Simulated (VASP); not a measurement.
Set up this calculation in VASP 6.6.1, as the native input.

* Task: single point
* Functional: PBE
* Potentials or basis: VASP PAW PBE potentials, release 64 (Tl_d)
* Cutoff: 520 eV
* k mesh: 15 × 15 × 15
* Occupations: fermi-dirac, width 0.05 eV
* Spin: no spin polarisation
* Dipole correction: no
* Further INCAR settings: ALGO = Normal; EDIFF = 1e-06; NBANDS = 12

The structure of Tl lies in POSCAR:

```
Tl
1.0
   -1.9893391070      1.9893391070      1.9893391070
    1.9893391070     -1.9893391070      1.9893391070
    1.9893391070      1.9893391070     -1.9893391070
Tl
1
Direct
    0.0000000000      0.0000000000      0.0000000000
```

The input as run:

INCAR

```
SYSTEM = Tl
ALGO = Normal
EDIFF = 1E-6
ENCUT = 520
GGA = PE
ISIF = 2
ISMEAR = -1
LASPH = .True.
LCHARG = .True.
LELF = .True.
LREAL = .False.
LVHAR = .True.
LWAVE = .False.
NBANDS = 12
NELM = 80
PREC = Accurate
SIGMA = 0.05
```

KPOINTS

```
k-points
0
Gamma
  15 15 15
  0 0 0
```

Potentials or basis: VASP PAW PBE potentials, release 64 (Tl_d).

Command:

```console
$ cat potpaw_PBE.64/Tl_d/POTCAR > POTCAR
$ mpirun -np 1 vasp_std > vasp.out
```

Results of the run:

| Item | Value |
| --- | --- |
| Pressure | -0.1 GPa |

Run time: 17 s on 1 thread of Intel(R) Xeon(R) 6975P-C (Granite Rapids) (shared host), peak memory 0.18 GiB.
